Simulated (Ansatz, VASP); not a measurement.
## Two plane-wave programs on InP

INCAR

```
SYSTEM = InP
PREC = Accurate
ENCUT = 520
EDIFF = 1E-6
ISMEAR = 0
SIGMA = 0.05
LREAL = .False.
LASPH = .True.
NELM = 80
ALGO = Normal
ISIF = 2
LWAVE = .False.
LCHARG = .True.
GGA = PE
LELF = .True.
LVHAR = .True.
NBANDS = 16
```

KPOINTS

```
Automatic mesh
0
Gamma
  12 12 12
  0 0 0
```

Contents of POSCAR:

```
InP
1.0
    0.0000000000      2.8868464707      3.1755311178
    2.8868464707      0.0000000000      3.1755311178
    2.8868464707      2.8868464707      0.0000000000
In P
1 1
Direct
    0.0000000000      0.0000000000      0.0000000000
    0.7500000000      0.7500000000      0.7500000000
```

Input for Ansatz:

```yaml
crystal:
  lattice:
    - [0.0, 2.8868464707, 3.1755311178]
    - [2.8868464707, 0.0, 3.1755311178]
    - [2.8868464707, 2.8868464707, 0.0]
  atoms:
    - { symbol: In, position: [0.0, 0.0, 0.0] }
    - { symbol: P, position: [0.75, 0.75, 0.75] }
basis:
  ecutwfc: 420
kpoints:
  mp_grid: { grid: [12, 12, 12] }
hamiltonian:
  xc: pbe
scf:
  occupations: { method: gaussian, width: 0.05 }
output:
  forces: true
  stress: true
  eigenvalues: true
  write_density: true
  write_potential: true
  elf: true
  volumetric_format: npy
```

Alike in both runs: task single point; functional PBE; k mesh 12 × 12 × 12; occupations gaussian, width 0.05 eV; no spin polarisation.

```csv
,VASP,Ansatz
version,VASP 6.6.1,Ansatz 0.2.0
potentials or method,"VASP PAW PBE potentials, release 64 (In_d, P), cutoff 520 eV","scalar-relativistic, plane waves, PAW"
valence electrons in the cell,18,18
```

```csv
,VASP,Ansatz,Ansatz less VASP
gap on the k mesh at the Fermi level (eV),0.22,0.22,+0.003
least direct gap on the mesh (eV),0.22,0.22,+0.003
pressure (GPa),-0.2,-0.2,+0.05
"traceless stress, the component that is largest in VASP (GPa)",-3.10,-3.10,+0.001
```
